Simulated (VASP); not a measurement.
A run of VASP 6.6.1 is set up as follows.

Contents of POSCAR:

```
KBr
1.0
    0.0000000000      3.7805067765      3.4939996362
    3.7805067765      0.0000000000      3.4939996362
    3.7805067765      3.7805067765      0.0000000000
K Br
1 1
Direct
    0.0000000000      0.0000000000      0.0000000000
    0.2500000000      0.2500000000      0.2500000000
```

Contents of INCAR.step1:

```
  PREC = Accurate
  ENCUT = 520
  EDIFF = 1E-5
  ISMEAR = 0
  SIGMA = 0.01
  LREAL = False
  LASPH = True
  NELM = 100
  ALGO = Normal
  ISIF = 2
  LWAVE = True
  LCHARG = False
  GGA = PE
  NBANDS = 15
```

Contents of INCAR.step2:

```
  PREC = Accurate
  ENCUT = 520
  EDIFF = 1E-6
  ISMEAR = 0
  SIGMA = 0.01
  LREAL = False
  LASPH = True
  NELM = 100
  ALGO = Normal
  ISIF = 2
  LWAVE = False
  LCHARG = False
  GGA = PE
  LHFCALC = True
  HFSCREEN = 0.2079
  PRECFOCK = Normal
  ISTART = 1
  NBANDS = 15
```

The input KPOINTS:

```
Automatic mesh
0
Gamma
  4 4 4
```

Potentials or basis: VASP PAW PBE potentials, release 64 (K_sv, Br).

Run with:

```bash
$ cat potpaw_PBE.64/K_sv/POTCAR potpaw_PBE.64/Br/POTCAR > POTCAR
$ cp INCAR.step1 INCAR
$ mpirun -np 1 vasp_std > vasp.out
$ cp INCAR.step2 INCAR
$ mpirun -np 1 vasp_std > vasp.out
```

Predict the band gap on the k mesh.

5.36 eV (least direct gap 5.38 eV).

Predict the pressure.

0.2 GPa.

Caveat: the cell differs from its parent crystal (epitaxial xy strain +2.5%); the structure was generated, so it needn't be the stable form of KBr; the PAW data sets were made with another functional, which shifts forces and pressure a little. A k mesh can miss the band edges.
